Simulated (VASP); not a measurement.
# Si4C5 in VASP: further runs

The runs below take Si4C5 through single point, with PBE.

Everything below comes from runs of VASP 6.6.1. Logs are shortened: lines on timing, memory, paths and dates and some standing lists are left out, and cuts for length are marked.

### 1 The cell of the first run

The cell holds a slab with vacuum, 9 atoms: a = 3.092 Å, b = 5.074 Å, c = 18.969 Å, α = 90.00°, β = 90.00°, γ = 90.00°.

### 2 Single point, PBE, collinear spin

INCAR

```
SYSTEM = Si4C5
PREC = Accurate
ENCUT = 520
EDIFF = 1E-6
ISMEAR = 0
SIGMA = 0.05
LREAL = .FALSE.
LASPH = .TRUE.
NELM = 150
ALGO = Normal
ISIF = 2
LWAVE = .FALSE.
LCHARG = .TRUE.
ISPIN = 2
MAGMOM = 0 0 0 0 0 0 0 0 2
LORBIT = 11
LDIPOL = .TRUE.
IDIPOL = 3
DIPOL = 0.5 0.5 0.322
GGA = PE
LELF = .TRUE.
LVHAR = .TRUE.
LVACPOTAV = .TRUE.
NBANDS = 32
```

KPOINTS

```
Automatic mesh
0
G
  9 5 1
  0 0 0
```

POSCAR

```
Si4C5
1.0
    3.0920147294      0.0000000000      0.0000000000
    0.0000000000      5.0738209150      0.0000000000
    0.0000000000      0.0000000000     18.9686857271
Si C
4 5
Direct
    0.0000000000      0.9954360478      0.2108738611
    0.5000000000      0.4954360478      0.2579297184
    0.5000000000      0.9936728437      0.3565277199
    0.0000000000      0.4650509218      0.3853429993
    0.0000000000      0.6195639522      0.2108738611
    0.5000000000      0.1195639522      0.2579297184
    0.5000000000      0.6250367736      0.3569005385
    0.0000000000      0.1238202484      0.3937376492
    0.5000000000      0.9571535817      0.4664029787
```

Potentials or basis: VASP PAW PBE potentials, release 64 (Si, C).

Started as:

```
> cat potpaw_PBE.64/Si/POTCAR potpaw_PBE.64/C/POTCAR > POTCAR
> mpirun -np 1 vasp_std > vasp.out
```

OUTCAR:

```text
SYSTEM = Si4C5
   PREC = Accurate
   ENCUT = 520
   EDIFF = 1E-6
   ISMEAR = 0
   LREAL = .FALSE.
   LASPH = .TRUE.
   NELM = 150
   ISIF = 2
   ISPIN = 2
   LORBIT = 11
   GGA = PE

 ion  position               nearest neighbor table
   1  0.000  0.995  0.211-   6 1.89   6 1.89   5 1.91   2 3.10   2 3.10   2 3.10   2 3.10
   2  0.500  0.495  0.258-   5 1.89   5 1.89   6 1.91   7 1.99   4 2.87   4 2.87   1 3.10   1 3.10
                             1 3.10   1 3.10   3 3.14
   3  0.500  0.994  0.357-   8 1.82   8 1.82   7 1.87   6 1.98   9 2.09   4 2.90   4 2.90   4 3.14
                             4 3.14   2 3.14
   4  0.000  0.465  0.385-   8 1.74   7 1.83   7 1.83   2 2.87   2 2.87   3 2.90   3 2.90   3 3.14
                             3 3.14
   5  0.000  0.620  0.211-   2 1.89   2 1.89   1 1.91
   6  0.500  0.120  0.258-   1 1.89   1 1.89   2 1.91   3 1.98
   7  0.500  0.625  0.357-   4 1.83   4 1.83   3 1.87   2 1.99
   8  0.000  0.124  0.394-   4 1.74   3 1.82   3 1.82
   9  0.500  0.957  0.466-   3 2.09

  LATTYP: Found a simple orthorhombic cell.
 ALAT       =     3.0920147294
 B/A-ratio  =     1.6409433198
 C/A-ratio  =     6.1347333008

  Lattice vectors:

 A1 = (   3.0920147294,   0.0000000000,   0.0000000000)
 A2 = (   0.0000000000,   5.0738209150,   0.0000000000)
 A3 = (   0.0000000000,   0.0000000000,  18.9686857271)

Analysis of symmetry for initial positions (statically):
=====================================================================
 Subroutine PRICEL returns:
 Original cell was already a primitive cell.

 Routine SETGRP: Setting up the symmetry group for a
 simple orthorhombic supercell.

 Subroutine GETGRP returns: Found  2 space group operations
 (whereof  2 operations were pure point group operations)
 out of a pool of  8 trial point group operations.

The static configuration has the point symmetry C_1h.

Analysis of symmetry for dynamics (positions and initial velocities):
=====================================================================
 Subroutine PRICEL returns:
 Original cell was already a primitive cell.

 Routine SETGRP: Setting up the symmetry group for a
 simple orthorhombic supercell.

 Subroutine GETGRP returns: Found  2 space group operations
 (whereof  2 operations were pure point group operations)
 out of a pool of  8 trial point group operations.

The dynamic configuration has the point symmetry C_1h.

Analysis of structural, dynamic, and magnetic symmetry:
=====================================================================
 Subroutine PRICEL returns:
 Original cell was already a primitive cell.

 Routine SETGRP: Setting up the symmetry group for a
 simple orthorhombic supercell.

 Subroutine GETGRP returns: Found  2 space group operations
 (whereof  2 operations were pure point group operations)
 out of a pool of  8 trial point group operations.

The overall configuration has the point symmetry C_1h.

 Subroutine INISYM returns: Found  2 space group operations
 (whereof  2 operations are pure point group operations),
 and found     1 'primitive' translations

----------------------------------------------------------------------------------------

                                     Primitive cell

  volume of cell :     297.5870

  direct lattice vectors                    reciprocal lattice vectors
     3.092014729  0.000000000  0.000000000     0.323413725  0.000000000  0.000000000
     0.000000000  5.073820915  0.000000000     0.000000000  0.197090125  0.000000000
     0.000000000  0.000000000 18.968685727     0.000000000  0.000000000  0.052718465

  length of vectors
     3.092014729  5.073820915 18.968685727     0.323413725  0.197090125  0.052718465

  position of ions in fractional coordinates (direct lattice)
     0.000000000  0.995436048  0.210873861
     0.500000000  0.495436048  0.257929718
     0.500000000  0.993672844  0.356527720
     0.000000000  0.465050922  0.385342999
     0.000000000  0.619563952  0.210873861
     0.500000000  0.119563952  0.257929718
     0.500000000  0.625036774  0.356900538
     0.000000000  0.123820248  0.393737649
     0.500000000  0.957153582  0.466402979

  ion indices of the primitive-cell ions
   primitive index   ion index
                 1           1
                 2           2
                 3           3
                 4           4
                 5           5
                 6           6
                 7           7
                 8           8
                 9           9

----------------------------------------------------------------------------------------

 KPOINTS: Automatic mesh

Automatic generation of k-mesh.
 Grid dimensions read from file:
 generate k-points for:    9    5    1

 Generating k-lattice:

  Cartesian coordinates                     Fractional coordinates (reciprocal lattice)
     0.035934858  0.000000000  0.000000000     0.111111111  0.000000000  0.000000000
     0.000000000  0.039418025  0.000000000     0.000000000  0.200000000  0.000000000
     0.000000000  0.000000000  0.052718465     0.000000000  0.000000000  1.000000000

  Length of vectors
     0.035934858  0.039418025  0.052718465

  Shift w.r.t. Gamma in fractional coordinates (k-lattice)
     0.000000000  0.000000000  0.000000000

 Subroutine IBZKPT returns following result:
 ===========================================

 Found     15 irreducible k-points:

 Following reciprocal coordinates:
            Coordinates               Weight
  0.000000  0.000000  0.000000      1.000000
  0.111111  0.000000  0.000000      2.000000
  0.222222  0.000000  0.000000      2.000000
  0.333333  0.000000  0.000000      2.000000
  0.444444  0.000000  0.000000      2.000000
  0.000000  0.200000  0.000000      2.000000
  0.111111  0.200000  0.000000      4.000000
  0.222222  0.200000  0.000000      4.000000
  0.333333  0.200000  0.000000      4.000000
  0.444444  0.200000  0.000000      4.000000
  0.000000  0.400000  0.000000      2.000000
  0.111111  0.400000  0.000000      4.000000
  0.222222  0.400000  0.000000      4.000000
  0.333333  0.400000  0.000000      4.000000
  0.444444  0.400000  0.000000      4.000000
   k-points           NKPTS =     15   k-points in BZ     NKDIM =     15   number of bands    NBANDS=     32
   number of dos      NEDOS =    301   number of ions     NIONS =      9
   total plane-waves  NPLWV = 138240
   dimension x,y,z NGX =    24 NGY =   40 NGZ =  144
   dimension x,y,z NGXF=    48 NGYF=   80 NGZF=  288
   ions per type =               4   5
   NGX,Y,Z   is equivalent  to a cutoff of  12.90, 13.11, 12.62 a.u.
   NGXF,Y,Z  is equivalent  to a cutoff of  25.81, 26.21, 25.24 a.u.
 SYSTEM =  Si4C5
   PREC   = accura    normal or accurate (medium, high low for compatibility)
   ISTART =      0    job   : 0-new  1-cont  2-samecut
   ICHARG =      2    charge: 1-file 2-atom 10-const
   ISPIN  =      2    spin polarized calculation?
   LNONCOLLINEAR =      F non collinear calculations
   LSORBIT =      F    spin-orbit coupling
   LASPH  =      T    aspherical Exc in radial PAW
   ENCUT  =  520.0 eV  38.22 Ry    6.18 a.u.   5.75  9.43 35.27*2*pi/ulx,y,z
   NELM   =    150;   NELMIN=  2; NELMDL= -5     # of ELM steps
   EDIFF  = 0.1E-05   stopping-criterion for ELM
   LREAL  =      F    real-space projection
   EDIFFG = 0.1E-04   stopping-criterion for IOM
   NSW    =      0    number of steps for IOM
   IBRION =     -1    ionic relax: 0-MD 1-quasi-New 2-CG
   NFREE  =      0    steps in history (QN), initial steepest desc. (CG)
   ISIF   =      2    stress and relaxation
   ISYM   =      2    0-nonsym 1-usesym 2-fastsym
   POTIM  = 0.5000    time-step for ionic-motion
   TEBEG  =    0.0;   TEEND  =   0.0 temperature during run
   PSTRESS=    0.0 pullay stress
   NELECT =      36.0000    total number of electrons
   NUPDOWN=      -1.0000    fix difference up-down
   EMIN   =  10.00;   EMAX   =-10.00  energy-range for DOS
   EFERMI =   0.00;   METHOD = LEGACY
   ISMEAR =     0;   SIGMA  =   0.05  broadening in eV -4-tet -1-fermi 0-gaus
   EFERMI_NEDOS =   21; number of points for ismear=-14 and -15
   IALGO  =     38    algorithm
   IMIX   =      4    mixing-type and parameters
     AMIX     =   0.40;   BMIX     =  1.00
     AMIX_MAG =   1.60;   BMIX_MAG =  1.00
  volume/ion in A,a.u.               =      33.07       223.14
  Fermi-wavevector in a.u.,A,eV,Ry     =   0.809663  1.530041  8.919359  0.655554
  Thomas-Fermi vector in A             =   1.918696
   LORBIT       =     11    0 simple, 1 ext, 2 COOP (PROOUT), +10 PAW based schemes
   GGA     = PE    functional components
   LHFCALC =     F    Hartree Fock is set to
   AEXX    =    0.0000 exact exchange contribution
   IVDW    =     0    specifies the selected vdW correction
   LEPSILON=     F    determine dielectric tensor
   LRPA    =     F    only Hartree local field effects (RPA)
 spin polarized calculation
 Gauss-broadening in eV      SIGMA  =   0.05
  energy-cutoff  :      520.00
  volume of cell :      297.59
 maximum number of plane-waves:      8052
 NGX is ok and might be reduce to    24
   NGX = 11   NGY = 19   NGZ = 71

 dipolmoment           0.000000      0.000000     -0.000539 electrons x Angstroem

 number of electron      35.9999998 magnetization       1.4549314

 dipolmoment           0.000000      0.000000      0.047156 electrons x Angstroem

 Free energy of the ion-electron system (eV)
  ---------------------------------------------------
  ext. energy  EPLUGINS =         0.00000000
  ---------------------------------------------------
  free energy    TOTEN  =       -57.84163653 eV

  energy without entropy =      -57.83873897  energy(sigma->0) =      -57.84018775

 E-fermi :  -0.7799     XC(G=0):  -4.4576

 val. band max:       -0.8025450286   @ k =   0.4444   0.4000   0.0000
 cond. band min:      -0.7748583366   @ k =   0.3333   0.4000   0.0000
 fundamental gap:      0.0276866920
 Fermi energy:        -0.7798553272

 spin component 1

 k-point     1 :       0.0000    0.0000    0.0000
  band No.  band energies     occupation
      1     -17.3005      1.00000
      2     -15.0244      1.00000
      3     -13.9200      1.00000
      4     -11.8690      1.00000
      5     -11.2555      1.00000
      6      -9.7907      1.00000
[... 484 lines left out ...]
     29       5.8649      0.00000
     30       6.1782      0.00000
 Fermi energy:        -0.7798553272

 spin component 2

 k-point     1 :       0.0000    0.0000    0.0000
  band No.  band energies     occupation
      1     -17.1771      1.00000
      2     -14.9182      1.00000
      3     -13.8111      1.00000
      4     -11.7166      1.00000
      5     -10.8370      1.00000
      6      -9.3669      1.00000
[... 484 lines left out ...]
     29       6.0198      0.00000
     30       6.2790      0.00000
 [bands above 30 left out]

------------------------ aborting loop because EDIFF is reached ----------------------------------------

  FORCE on cell =-STRESS in cart. coord.  units (eV):
  Direction    XX          YY          ZZ          XY          YZ          ZX
  --------------------------------------------------------------------------------------
  -------------------------------------------------------------------------------------
  Total        0.4007138      1.5049775     -2.1681371      0.0000000      2.2809822      0.0000000
  in kB        2.1574014      8.1026420    -11.6730243      0.0000000     12.2805704      0.0000000
  external PRESSURE =      -0.4709936 kB  Pullay stress =       0.0000000 kB

 VOLUME and BASIS-vectors are now :
 -----------------------------------------------------------------------------
  energy-cutoff  :      520.00
  volume of cell :      297.59
      direct lattice vectors                 reciprocal lattice vectors
     3.092014729  0.000000000  0.000000000     0.323413725  0.000000000  0.000000000
     0.000000000  5.073820915  0.000000000     0.000000000  0.197090125  0.000000000
     0.000000000  0.000000000 18.968685727     0.000000000  0.000000000  0.052718465

 POSITION                                       TOTAL-FORCE (eV/Angst)
 -----------------------------------------------------------------------------------
      0.00000      5.05066      4.00000         0.000000     -2.003109      1.720356
      1.54601      2.51375      4.89259         0.000000      0.558236     -2.832510
      1.54601      5.04172      6.76286         0.000000     -1.177160     -1.240624
      0.00000      2.35959      7.30945         0.000000      1.914126      0.306211
      0.00000      3.14356      4.00000         0.000000      1.128884      1.598576
      1.54601      0.60665      4.89259         0.000000      0.340295     -0.418089
      1.54601      3.17132      6.76993         0.000000     -0.605212     -0.265907
      0.00000      0.62824      7.46869         0.000000     -0.602105      1.138239
      1.54601      4.85643      8.84705         0.000000      0.446045     -0.006252
 -----------------------------------------------------------------------------------
    total drift:                                0.000000     -0.000174      0.000001

  FREE ENERGIE OF THE ION-ELECTRON SYSTEM (eV)
  ---------------------------------------------------
  free  energy   TOTEN  =       -57.8416365291 eV

  energy  without entropy=      -57.8387389680  energy(sigma->0) =      -57.84018775

 vacuum level on the upper side and lower side of the slab         4.635         4.091

 total charge

# of ion       s       p       d       tot
------------------------------------------
    1        0.752   0.870   0.000   1.622
    2        0.710   0.923   0.000   1.633
    3        0.702   0.971   0.000   1.674
    4        0.750   0.975   0.000   1.725
    5        0.858   1.527   0.000   2.385
    6        0.850   1.630   0.000   2.480
    7        0.856   1.679   0.000   2.535
    8        0.862   1.647   0.000   2.508
    9        1.043   1.019   0.000   2.062
--------------------------------------------------
tot          7.383  11.242   0.000  18.625

 magnetization (x)

# of ion       s       p       d       tot
------------------------------------------
    1        0.006   0.011   0.000   0.017
    2        0.003   0.012   0.000   0.016
    3        0.003   0.015   0.000   0.018
    4        0.002   0.006   0.000   0.009
    5        0.003   0.012   0.000   0.015
    6        0.005   0.014   0.000   0.019
    7        0.008   0.021   0.000   0.029
    8       -0.001  -0.003   0.000  -0.003
    9        0.024   0.582   0.000   0.606
--------------------------------------------------
tot          0.053   0.672   0.000   0.725
```

Wall time 7 min (1 thread of Intel Xeon Platinum 8375C at 2.90GHz (Ice Lake), shared host); peak memory 0.57 GiB.

Results:

| Item | Value |
| --- | --- |
| Free energy | -57.8416 eV |
| Largest force | 2.887 eV/Å |
| Net moment | 1.45 μB per cell |
| Site moments | Si +0.02, +0.01; C +0.01, +0.02, +0.03, -0.00, +0.61 μB |
| Valence electrons inside the program's atomic spheres | Si 1.62, 1.63, 1.67, 1.73; C 2.38, 2.48, 2.54, 2.51, 2.06 |

Forces on the atoms (eV/Å):
```
Si   0.000 -2.003  1.720
Si   0.000  0.558 -2.833
Si   0.000 -1.177 -1.241
Si   0.000  1.914  0.306
C    0.000  1.129  1.599
C    0.000  0.340 -0.418
C    0.000 -0.605 -0.266
C    0.000 -0.602  1.138
C    0.000  0.446 -0.006
```

Levels at points of the mesh, in eV from the Fermi level:
Spin up:
```csv
k point,band 16,band 17,band 18,band 19,band 20,band 21,band 22,band 23
"(0.00, 0.00, 0.00)",-1.47,-0.77,-0.70,0.39,0.65,1.36,2.32,2.77
```
Spin down:
| k point | band 14 | band 15 | band 16 | band 17 | band 18 | band 19 | band 20 | band 21 |
| --- | --- | --- | --- | --- | --- | --- | --- | --- |
| (0.00, 0.00, 0.00) | -2.31 | -1.90 | -1.03 | -0.74 | 0.31 | 0.72 | 1.24 | 2.21 |

### 3 Single point, PBE, collinear spin

INCAR

```
PREC     = Accurate       # precision mode
ENCUT    = 520            # plane-wave cutoff, eV
EDIFF    = 1E-7           # SCF threshold, eV
ISMEAR   = 0              # smearing method
SIGMA    = 0.05           # smearing width, eV
LREAL    = False          # projectors in reciprocal space
LASPH    = True           # aspherical terms in the spheres
NELM     = 150            # most SCF steps
ALGO     = Normal         # electronic algorithm
ISIF     = 2              # what is computed and relaxed
LWAVE    = False          # write WAVECAR
LCHARG   = False          # write CHGCAR
ISPIN    = 2              # spin polarisation
MAGMOM   = 0 0 0 0 0 0 0 0 2 # initial moments
LORBIT   = 11             # projections on sites
LDIPOL   = True         
IDIPOL   = 3            
DIPOL    = 0.5 0.5 0.321
GGA      = PE             # functional
NBANDS   = 32             # bands
```

KPOINTS

```
regular mesh
0
Gamma
  9 5 1
```

POSCAR: that of step 2 with these lines changed.

```diff
@@ -16,2 +16,2 @@
     0.0000000000      0.1238202484      0.3937376492
-    0.5000000000      0.9571535817      0.4664029787
+    0.0000000000      0.7904869151      0.4548180498
```

Potentials or basis: VASP PAW PBE potentials, release 64 (Si, C).

Started as:

```
> cat potpaw_PBE.64/Si/POTCAR potpaw_PBE.64/C/POTCAR > POTCAR
> mpirun -np 1 vasp_std > vasp.out
```

Wall time 25 min (1 thread of AMD EPYC 7R13, shared host); peak memory 0.54 GiB.

Results (log left out):

```yaml
Free_energy: -58.9310 eV
Largest_force: 4.208 eV/Å
Net_moment: 0.63 μB per cell
Site_moments: Si +0.05, +0.01, +0.00; C -0.00, +0.00, +0.04, +0.01, +0.22 μB
Valence_electrons_inside_the_program's_atomic_spheres: Si 1.62, 1.64, 1.67, 1.72; C 2.38, 2.48, 2.54, 2.53, 2.07
```

Forces in eV/Å, atoms in the order of the input:
```
Si   0.000 -2.103  1.766
Si   0.000  0.892 -2.686
Si   0.000 -0.734 -1.409
Si   0.000  3.571  2.225
C    0.000  1.272  1.403
C    0.000  0.221 -0.659
C    0.000 -1.112 -2.146
C    0.000 -3.235  1.479
C    0.000  1.228  0.028
```

Levels at points of the mesh, in eV from the Fermi level:
Spin up:
```
           k point  band 14  band 15  band 16  band 17  band 18  band 19  band 20  band 21  band 22  band 23
(0.00, 0.00, 0.00)    -2.58    -2.12    -1.32    -0.74    -0.09     0.67     0.88     1.45     2.73     3.79
```
Spin down:
| k point | band 16 | band 17 | band 18 | band 19 | band 20 | band 21 |
| --- | --- | --- | --- | --- | --- | --- |
| (0.00, 0.00, 0.00) | -1.10 | -0.73 | 0.38 | 0.86 | 1.07 | 1.55 |

(Continued in part 2 of 2.)
